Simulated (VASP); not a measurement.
Set up this calculation in VASP 6.6.1, as the native input.

```
Task                   : relaxation of cell and atoms
Functional             : PBE
Potentials or basis    : VASP PAW PBE potentials, release 64 (Ti_sv)
Cutoff                 : 600 eV
k mesh                 : 17 × 17 × 17
Occupations            : fermi-dirac, width 0.1 eV
Spin                   : no spin polarisation
Target pressure        : 38 GPa
Dipole correction      : no
Further INCAR settings : ALGO = Normal; EDIFF = 1e-06; IBRION = 2; EDIFFG = -0.005; NSW = 60; ISIF = 3
```

The structure of Ti lies in POSCAR:

```
Ti
1.0
    0.0000000000      1.8997782714      1.8997782714
    1.8997782714      0.0000000000      1.8997782714
    1.8997782714      1.8997782714      0.0000000000
Ti
1
Direct
    0.0000000000      0.0000000000      0.0000000000
```

One way to write it, as run:

INCAR

```
SYSTEM = Ti
  ALGO = Normal
  EDIFF = 1E-6
  EDIFFG = -0.005
  ENCUT = 600
  GGA = PE
  IBRION = 2
  ISIF = 3
  ISMEAR = -1
  LASPH = .True.
  LCHARG = .False.
  LREAL = .False.
  LWAVE = .False.
  NELM = 100
  NSW = 60
  PREC = Accurate
  PSTRESS = 380.0
  SIGMA = 0.1
```

KPOINTS

```
k-points
0
Gamma
  17 17 17
  0 0 0
```

Potentials or basis: VASP PAW PBE potentials, release 64 (Ti_sv).

The run is started by

```sh
$ cat potpaw_PBE.64/Ti_sv/POTCAR > POTCAR
$ mpirun -np 1 vasp_std > vasp.out
```

Results of the run:

```
Relaxed volume                                         : 13.67 Å³/atom
Relaxed cell                                           : a = 2.684 Å, b = 2.684 Å, c = 2.684 Å, α = 60.00°, β = 60.00°, γ = 60.00°
Space group after relaxing (to 0.05 Å)                 : Fm-3m (No. 225)
Energy change on relaxing (the enthalpy is what falls) : +9.4 meV/atom
Ionic steps                                            : 4
Pressure after relaxing                                : 38.0 GPa
Band gap on the k mesh                                 : zero (band 6 reaches 12.00 eV, above the bottom of band 7 at 10.46 eV)
```

Caveat: the cell is relaxed towards a set pressure, so the enthalpy falls and the energy may rise.

Wall time 97 s on 1 thread of Intel Xeon 6975P-C, on a shared host, peak memory 0.16 GiB.
